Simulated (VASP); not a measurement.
A run of VASP 6.6.1:

The input INCAR:

```
SYSTEM = Mo
PREC = Accurate ; ENCUT = 520
EDIFF = 1E-7 ; ISMEAR = -1
SIGMA = 0.05 ; LREAL = .False.
LASPH = .True. ; NELM = 80
ALGO = Normal ; ISIF = 2
LWAVE = .False. ; LCHARG = .False.
GGA = PE ; NBANDS = 21
```

The input KPOINTS:

```
Automatic mesh
0
Gamma
  16 16 9
  0 0 0
```

File POSCAR:

```
Mo
1.0
    2.6745380425      0.0000000000      0.0000000000
   -1.3372690212      2.3162178882      0.0000000000
    0.0000000000      0.0000000000      4.6743067327
Mo
2
Direct
    0.3333333333      0.6666666667      0.2500000000
    0.6666666667      0.3333333333      0.7500000000
```

Potentials or basis: VASP PAW PBE potentials, release 64 (Mo_sv).

Launch:

```bash
$ cat potpaw_PBE.64/Mo_sv/POTCAR > POTCAR
$ mpirun -np 1 vasp_std > vasp.out
```

Hardware: 1 thread of Intel(R) Xeon(R) Platinum 8488C (Sapphire Rapids), on a shared host.

Task: Estimate the wall time of this run.

Result: Wall time 38 s on 1 thread of Intel(R) Xeon(R) Platinum 8488C (Sapphire Rapids), on a shared host, peak memory 0.19 GiB. Counts: scf iterations 13, k points 150.
